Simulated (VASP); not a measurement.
Write the native input for VASP 6.6.1 that does the following.

```
Task                   : single point
Functional             : PBE
Potentials or basis    : VASP PAW PBE potentials, release 64 (Ti_sv, Nb_sv, B)
Cutoff                 : 520 eV
k mesh                 : 14 × 14 × 4
Occupations            : gaussian, width 0.1 eV
Spin                   : no spin polarisation
Dipole correction      : no
Further INCAR settings : ALGO = Normal; EDIFF = 1e-06; NBANDS = 32
```

The structure of Ti2NbB3 lies in POSCAR:

```
Ti2NbB3
1.0
    2.6730918770      0.0000000000      0.0000000000
    0.0000000000      2.6730918770      0.0000000000
    0.0000000000      0.0000000000      9.7454724381
Ti Nb B
2 1 3
Direct
    0.5000000000      0.5000000000      0.7380332458
    0.5000000000      0.5000000000      0.2619667542
    0.0000000000      0.0000000000      0.0000000000
    0.0000000000      0.0000000000      0.5859934225
    0.0000000000      0.0000000000      0.4140065775
    0.5000000000      0.5000000000      0.5000000000
```

The input as run:

INCAR

```
SYSTEM = Ti2NbB3
ALGO = Normal
EDIFF = 1E-6
ENCUT = 520
GGA = PE
ISIF = 2
ISMEAR = 0
LASPH = .TRUE.
LCHARG = .TRUE.
LELF = .TRUE.
LREAL = .FALSE.
LVHAR = .TRUE.
LWAVE = .FALSE.
NBANDS = 32
NELM = 80
PREC = Accurate
SIGMA = 0.1
```

KPOINTS

```
k-points
0
G
  14 14 4
  0 0 0
```

Potentials or basis: VASP PAW PBE potentials, release 64 (Ti_sv, Nb_sv, B).

The run is started by

```console
$ cat potpaw_PBE.64/Ti_sv/POTCAR potpaw_PBE.64/Nb_sv/POTCAR potpaw_PBE.64/B/POTCAR > POTCAR
$ mpirun -np 1 vasp_std > vasp.out
```

Results of the run:

- Pressure: -0.1 GPa
- Largest force: 0.020 eV/Å
- Band gap on the k mesh: zero (band 23 reaches 9.55 eV, above the bottom of band 24 at 8.55 eV)

Run time: 3.5 min on 1 thread of Intel Xeon 6975P-C, on a shared host, peak memory 0.34 GiB.
